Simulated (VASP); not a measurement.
Set up this calculation in VASP 6.6.1, as the native input.

- Task: single point
- Functional: PBE
- Potentials or basis: VASP PAW PBE potentials, release 64 (Zn, Sn_d, N)
- Cutoff: 520 eV
- k mesh: 6 × 6 × 6
- Occupations: gaussian, width 0.1 eV
- Spin: no spin polarisation
- Dipole correction: no
- Further INCAR settings: ALGO = Normal; EDIFF = 1e-07; NBANDS = 36

The structure of Zn2SnN3 lies in POSCAR:

```
Zn2SnN3
1.0
    3.6137732565      2.0864129624      3.5654385147
   -3.6137732565      2.0864129624      3.5654385147
    0.0000000000     -4.1728259248      3.5654385147
Zn Sn N
2 1 3
Direct
    0.3372241587      0.3372241587      0.3372241587
    0.6627758413      0.6627758413      0.6627758413
    0.0000000000      0.0000000000      0.0000000000
    0.8273926922      0.8273926922      0.8273926922
    0.1726073078      0.1726073078      0.1726073078
    0.5000000000      0.5000000000      0.5000000000
```

These files were run (other wordings do the same):

INCAR

```
PREC = Accurate
ENCUT = 520
EDIFF = 1E-7
ISMEAR = 0
SIGMA = 0.1
LREAL = False
LASPH = True
NELM = 100
ALGO = Normal
ISIF = 2
LWAVE = False
LCHARG = False
GGA = PE
NBANDS = 36
```

KPOINTS

```
Automatic mesh
0
Gamma
  6 6 6
```

Potentials or basis: VASP PAW PBE potentials, release 64 (Zn, Sn_d, N).

The run is started by

```console
$ cat potpaw_PBE.64/Zn/POTCAR potpaw_PBE.64/Sn_d/POTCAR potpaw_PBE.64/N/POTCAR > POTCAR
$ mpirun -np 1 vasp_std > vasp.out
```

Results of the run:

```json
{
  "Pressure": "0.2 GPa",
  "Largest force": "0.266 eV/Å"
}
```

Wall time 3.4 min on 1 thread of AMD EPYC 7R43 64-Core Processor (Zen 3), with other jobs on the host, peak memory 0.32 GiB.
